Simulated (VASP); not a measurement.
# TiO2 (I4_1/amd) in VASP: single point with PBE+U

Aim: the single point of TiO2 with PBE+U.

Program: VASP 6.6.1. These are calculated values, not measurements. Logs are shortened: lines on timing, memory, paths and dates and some standing lists are left out, and cuts for length are marked.

## 1. The cell of the first run

It takes space group I4_1/amd (No. 141, tetragonal). Conventional cell: a = 3.800 Å, b = 3.800 Å, c = 9.696 Å, α = 90.00°, β = 90.00°, γ = 90.00°. Within 2.6 Å of Ti (site symmetry -4m2) lie 6 O at 1.95 to 2.00 Å. Within 2.6 Å of O (site symmetry 2mm) lie 3 Ti at 1.95 to 2.00 Å and 2 O at 2.47 Å.

## 2. Single point, PBE+U

INCAR

```
PREC = Accurate ; ENCUT = 520
EDIFF = 1E-7 ; ISMEAR = 0
SIGMA = 0.02 ; LREAL = F
LASPH = T ; NELM = 150
ALGO = Normal ; ISIF = 2
LWAVE = F ; LCHARG = T
LMAXMIX = 4 ; LDAU = T
LDAUTYPE = 2 ; LDAUL = 2 -1
LDAUU = 4 0 ; LDAUJ = 0 0
LDAUPRINT = 1 ; GGA = PE
LELF = T ; LVHAR = T
NBANDS = 33
```

KPOINTS

```
Automatic mesh
0
Gamma
  10 10 10
```

POSCAR

```
TiO2
1.0
   -1.8998053862      1.8998053862      4.8479185255
    1.8998053862     -1.8998053862      4.8479185255
    1.8998053862      1.8998053862     -4.8479185255
Ti O
2 4
Direct
    0.0000000000      0.0000000000      0.0000000000
    0.7500000000      0.2500000000      0.5000000000
    0.2065089469      0.2065089469      0.0000000000
    0.9565089469      0.4565089469      0.5000000000
    0.5434910531      0.0434910531      0.5000000000
    0.7934910531      0.7934910531      0.0000000000
```

Potentials or basis: VASP PAW PBE potentials, release 64 (Ti_sv, O).

Run with:

```bash
$ cat potpaw_PBE.64/Ti_sv/POTCAR potpaw_PBE.64/O/POTCAR > POTCAR
$ mpirun -np 1 vasp_std > vasp.out
```

OUTCAR:

```text
PREC = Accurate
   ENCUT = 520
   EDIFF = 1E-7
   ISMEAR = 0
   LREAL = F
   LASPH = T
   NELM = 150
   ISIF = 2
   GGA = PE

 ion  position               nearest neighbor table
   1  0.000  0.000  0.000-   5 1.95   4 1.95   5 1.95   4 1.95   3 2.00   6 2.00
   2  0.750  0.250  0.500-   6 1.95   3 1.95   6 1.95   3 1.95   4 2.00   5 2.00
   3  0.207  0.207  0.000-   2 1.95   2 1.95   1 2.00
   4  0.957  0.457  0.500-   1 1.95   1 1.95   2 2.00
   5  0.543  0.043  0.500-   1 1.95   1 1.95   2 2.00
   6  0.793  0.793  0.000-   2 1.95   2 1.95   1 2.00

  LATTYP: Found a body centered tetragonal cell.
 ALAT       =     3.7996107724
 C/A-ratio  =     2.5517974424

  Lattice vectors:

 A1 = (  -1.8998053862,   1.8998053862,   4.8479185255)
 A2 = (   1.8998053862,  -1.8998053862,   4.8479185255)
 A3 = (   1.8998053862,   1.8998053862,  -4.8479185255)

Analysis of symmetry for initial positions (statically):
=====================================================================
 Subroutine PRICEL returns:
 Original cell was already a primitive cell.

 Routine SETGRP: Setting up the symmetry group for a
 body centered tetragonal supercell.

 Subroutine GETGRP returns: Found 16 space group operations
 (whereof  8 operations were pure point group operations)
 out of a pool of 16 trial point group operations.

The static configuration has the point symmetry D_2d.
 The point group associated with its full space group is D_4h.

Analysis of symmetry for dynamics (positions and initial velocities):
=====================================================================
 Subroutine PRICEL returns:
 Original cell was already a primitive cell.

 Routine SETGRP: Setting up the symmetry group for a
 body centered tetragonal supercell.

 Subroutine GETGRP returns: Found 16 space group operations
 (whereof  8 operations were pure point group operations)
 out of a pool of 16 trial point group operations.

The dynamic configuration has the point symmetry D_2d.
 The point group associated with its full space group is D_4h.

 Subroutine INISYM returns: Found 16 space group operations
 (whereof  8 operations are pure point group operations),
 and found     1 'primitive' translations

----------------------------------------------------------------------------------------

                                     Primitive cell

  volume of cell :      69.9896

  direct lattice vectors                    reciprocal lattice vectors
    -1.899805386  1.899805386  4.847918525     0.000000000  0.263184852  0.103137047
     1.899805386 -1.899805386  4.847918525     0.263184852  0.000000000  0.103137047
     1.899805386  1.899805386 -4.847918525     0.263184852  0.263184852  0.000000000

  length of vectors
     5.542637914  5.542637914  5.542637914     0.282672101  0.282672101  0.372199588

  position of ions in fractional coordinates (direct lattice)
     0.000000000  0.000000000  0.000000000
     0.750000000  0.250000000  0.500000000
     0.206508947  0.206508947  0.000000000
     0.956508947  0.456508947  0.500000000
     0.543491053  0.043491053  0.500000000
     0.793491053  0.793491053  0.000000000

  ion indices of the primitive-cell ions
   primitive index   ion index
                 1           1
                 2           2
                 3           3
                 4           4
                 5           5
                 6           6

----------------------------------------------------------------------------------------

[... 101 lines left out ...]
   IVDW    =     0    specifies the selected vdW correction
   LEPSILON=     F    determine dielectric tensor
   LRPA    =     F    only Hartree local field effects (RPA)
 non-spin polarized calculation
 Gauss-broadening in eV      SIGMA  =   0.02
  energy-cutoff  :      520.00
  volume of cell :       69.99
 maximum number of plane-waves:      1899
 NGX is ok and might be reduce to    42
   NGX = 21   NGY = 21   NGZ = 21

atom =   1  type =  1  l = 2

 onsite density matrix

spin component  1

  0.1055  0.0000  0.0000  0.0000  0.0000
  0.0000  0.1009 -0.0000  0.0000 -0.0000
  0.0000 -0.0000  0.2461  0.0000 -0.0000
  0.0000  0.0000  0.0000  0.1009  0.0000
  0.0000 -0.0000 -0.0000  0.0000  0.2501

spin component  2

  0.1055  0.0000  0.0000  0.0000  0.0000
  0.0000  0.1009 -0.0000  0.0000 -0.0000
  0.0000 -0.0000  0.2461  0.0000 -0.0000
  0.0000  0.0000  0.0000  0.1009  0.0000
  0.0000 -0.0000 -0.0000  0.0000  0.2501

 occupancies and eigenvectors

  o =  0.1009  v =  0.0000  0.0741 -0.0000 -0.9972  0.0000  0.0000  0.0000  0.0000  0.0000  0.0000      0.0000  0.0000  0.0000  0.0000  0.0000  0.0000  0.0000  0.0000  0.0000  0.0000
  o =  0.1009  v =  0.0000  0.0000  0.0000  0.0000  0.0000  0.0000  0.0741 -0.0000 -0.9972  0.0000      0.0000  0.0000  0.0000  0.0000  0.0000  0.0000  0.0000  0.0000  0.0000  0.0000
  o =  0.1009  v =  0.0000 -0.9972 -0.0000 -0.0741  0.0000  0.0000  0.0000  0.0000  0.0000  0.0000      0.0000  0.0000  0.0000  0.0000  0.0000  0.0000  0.0000  0.0000  0.0000  0.0000
  o =  0.1009  v =  0.0000  0.0000  0.0000  0.0000  0.0000  0.0000 -0.9972 -0.0000 -0.0741  0.0000      0.0000  0.0000  0.0000  0.0000  0.0000  0.0000  0.0000  0.0000  0.0000  0.0000
  o =  0.1055  v =  0.0000  0.0000  0.0000  0.0000  0.0000  1.0000  0.0000  0.0000  0.0000  0.0000      0.0000  0.0000  0.0000  0.0000  0.0000  0.0000  0.0000  0.0000  0.0000  0.0000
  o =  0.1055  v =  1.0000  0.0000  0.0000  0.0000  0.0000  0.0000  0.0000  0.0000  0.0000  0.0000      0.0000  0.0000  0.0000  0.0000  0.0000  0.0000  0.0000  0.0000  0.0000  0.0000
  o =  0.2461  v =  0.0000  0.0000 -1.0000  0.0000  0.0000  0.0000  0.0000  0.0000  0.0000  0.0000      0.0000  0.0000  0.0000  0.0000  0.0000  0.0000  0.0000  0.0000  0.0000  0.0000
  o =  0.2461  v =  0.0000  0.0000  0.0000  0.0000  0.0000  0.0000  0.0000 -1.0000  0.0000  0.0000      0.0000  0.0000  0.0000  0.0000  0.0000  0.0000  0.0000  0.0000  0.0000  0.0000
  o =  0.2501  v =  0.0000  0.0000  0.0000  0.0000  0.0000  0.0000 -0.0000 -0.0000 -0.0000 -1.0000      0.0000  0.0000  0.0000  0.0000  0.0000  0.0000  0.0000  0.0000  0.0000  0.0000
  o =  0.2501  v =  0.0000 -0.0000 -0.0000 -0.0000 -1.0000  0.0000  0.0000  0.0000  0.0000  0.0000      0.0000  0.0000  0.0000  0.0000  0.0000  0.0000  0.0000  0.0000  0.0000  0.0000

atom =   2  type =  1  l = 2

 onsite density matrix

spin component  1

  0.1055 -0.0000  0.0000  0.0000  0.0000
 -0.0000  0.1009 -0.0000  0.0000 -0.0000
  0.0000 -0.0000  0.2461 -0.0000  0.0000
  0.0000  0.0000 -0.0000  0.1009  0.0000
  0.0000 -0.0000  0.0000  0.0000  0.2501

spin component  2

  0.1055 -0.0000  0.0000  0.0000  0.0000
 -0.0000  0.1009 -0.0000  0.0000 -0.0000
  0.0000 -0.0000  0.2461 -0.0000  0.0000
  0.0000  0.0000 -0.0000  0.1009  0.0000
  0.0000 -0.0000  0.0000  0.0000  0.2501

 occupancies and eigenvectors

  o =  0.1009  v =  0.0000  0.2466  0.0000  0.9691  0.0000  0.0000  0.0000  0.0000  0.0000  0.0000      0.0000  0.0000  0.0000  0.0000  0.0000  0.0000  0.0000  0.0000  0.0000  0.0000
  o =  0.1009  v =  0.0000  0.0000  0.0000  0.0000  0.0000  0.0000  0.2466  0.0000  0.9691  0.0000      0.0000  0.0000  0.0000  0.0000  0.0000  0.0000  0.0000  0.0000  0.0000  0.0000
  o =  0.1009  v =  0.0000  0.9691 -0.0000 -0.2466  0.0000  0.0000  0.0000  0.0000  0.0000  0.0000      0.0000  0.0000  0.0000  0.0000  0.0000  0.0000  0.0000  0.0000  0.0000  0.0000
  o =  0.1009  v =  0.0000  0.0000  0.0000  0.0000  0.0000  0.0000  0.9691 -0.0000 -0.2466  0.0000      0.0000  0.0000  0.0000  0.0000  0.0000  0.0000  0.0000  0.0000  0.0000  0.0000
  o =  0.1055  v =  0.0000  0.0000  0.0000  0.0000  0.0000  1.0000  0.0000  0.0000  0.0000  0.0000      0.0000  0.0000  0.0000  0.0000  0.0000  0.0000  0.0000  0.0000  0.0000  0.0000
  o =  0.1055  v =  1.0000  0.0000  0.0000  0.0000  0.0000  0.0000  0.0000  0.0000  0.0000  0.0000      0.0000  0.0000  0.0000  0.0000  0.0000  0.0000  0.0000  0.0000  0.0000  0.0000
  o =  0.2461  v =  0.0000  0.0000  1.0000 -0.0000 -0.0000  0.0000  0.0000  0.0000  0.0000  0.0000      0.0000  0.0000  0.0000  0.0000  0.0000  0.0000  0.0000  0.0000  0.0000  0.0000
  o =  0.2461  v =  0.0000  0.0000  0.0000  0.0000  0.0000  0.0000  0.0000  1.0000 -0.0000 -0.0000      0.0000  0.0000  0.0000  0.0000  0.0000  0.0000  0.0000  0.0000  0.0000  0.0000
  o =  0.2501  v =  0.0000  0.0000  0.0000  0.0000  0.0000  0.0000 -0.0000  0.0000 -0.0000  1.0000      0.0000  0.0000  0.0000  0.0000  0.0000  0.0000  0.0000  0.0000  0.0000  0.0000
  o =  0.2501  v =  0.0000 -0.0000  0.0000 -0.0000  1.0000  0.0000  0.0000  0.0000  0.0000  0.0000      0.0000  0.0000  0.0000  0.0000  0.0000  0.0000  0.0000  0.0000  0.0000  0.0000

 number of electron      47.9999996 magnetization

 Free energy of the ion-electron system (eV)
  ---------------------------------------------------
  ext. energy  EPLUGINS =         0.00000000
  ---------------------------------------------------
  free energy    TOTEN  =       -48.46064223 eV

  energy without entropy =      -48.46064223  energy(sigma->0) =      -48.46064223

 E-fermi :   3.5116     XC(G=0): -10.6095

 val. band max:        3.3922784853   @ k =  -0.4000   0.4000   0.0000
 cond. band min:       6.0639017941   @ k =   0.0000   0.0000   0.0000
 fundamental gap:      2.6716233088
 Fermi energy:         3.5115545173

 k-point     1 :       0.0000    0.0000    0.0000
  band No.  band energies     occupation
      1     -54.0728      2.00000
      2     -54.0241      2.00000
      3     -30.4430      2.00000
      4     -30.2347      2.00000
      5     -30.2347      2.00000
      6     -30.1765      2.00000
[... 853 lines left out ...]
     32       9.7114      0.00000
     33      10.5740      0.00000

 [... further k-points ...]
[... 5 lines left out ...]
  --------------------------------------------------------------------------------------
  -------------------------------------------------------------------------------------
  Total        3.5944664      3.5944664      2.7496061      0.0000000      0.0000000      0.0000000
  in kB       82.2832583     82.2832583     62.9430130      0.0000000      0.0000000      0.0000000
  external PRESSURE =      75.8365099 kB  Pullay stress =       0.0000000 kB

 VOLUME and BASIS-vectors are now :
 -----------------------------------------------------------------------------
  energy-cutoff  :      520.00
  volume of cell :       69.99
      direct lattice vectors                 reciprocal lattice vectors
    -1.899805386  1.899805386  4.847918525     0.000000000  0.263184852  0.103137047
     1.899805386 -1.899805386  4.847918525     0.263184852  0.000000000  0.103137047
     1.899805386  1.899805386 -4.847918525     0.263184852  0.263184852  0.000000000

 POSITION                                       TOTAL-FORCE (eV/Angst)
 -----------------------------------------------------------------------------------
      0.00000      0.00000      0.00000        -0.000000     -0.000000     -0.000000
     -0.00000      1.89981      2.42396        -0.000000     -0.000000     -0.000000
      0.00000      0.00000      2.00228        -0.000000      0.000000      0.110278
      0.00000      1.89981      4.42624         0.000000     -0.000000      0.110278
      0.00000      1.89981      0.42168         0.000000     -0.000000     -0.110278
      0.00000      0.00000      7.69356        -0.000000      0.000000     -0.110278
 -----------------------------------------------------------------------------------
    total drift:                                0.000000      0.000000      0.000000

  FREE ENERGIE OF THE ION-ELECTRON SYSTEM (eV)
  ---------------------------------------------------
  free  energy   TOTEN  =       -48.4606422252 eV

  energy  without entropy=      -48.4606422252  energy(sigma->0) =      -48.46064223
```

Run time: 8.1 min. Hardware: 1 thread of Intel Xeon 6975P-C, shared host; peak memory 0.38 GiB.

What came out:

```
Free energy            : -48.4606 eV
Pressure               : 7.6 GPa
Largest force          : 0.110 eV/Å
Band gap on the k mesh : 2.67 eV, indirect (least direct gap 3.00 eV)
```

Forces on the atoms (eV/Å):
```
Ti   0.000  0.000  0.000
Ti   0.000  0.000  0.000
O    0.000  0.000  0.110
O    0.000  0.000  0.110
O    0.000  0.000 -0.110
O    0.000  0.000 -0.110
```

Stress tensor (GPa, compression positive):
```
8.23 0.00 0.00
0.00 8.23 0.00
0.00 0.00 6.29
```

Eigenvalues of the final occupation matrices:
| site | spin | trace | eigenvalues |
| --- | --- | --- | --- |
| site 1 d | 1 | 0.80 | 0.10 0.10 0.11 0.25 0.25 |
| site 1 d | 2 | 0.80 | 0.10 0.10 0.11 0.25 0.25 |
| site 2 d | 1 | 0.80 | 0.10 0.10 0.11 0.25 0.25 |
| site 2 d | 2 | 0.80 | 0.10 0.10 0.11 0.25 0.25 |

A k mesh can miss the band edges.
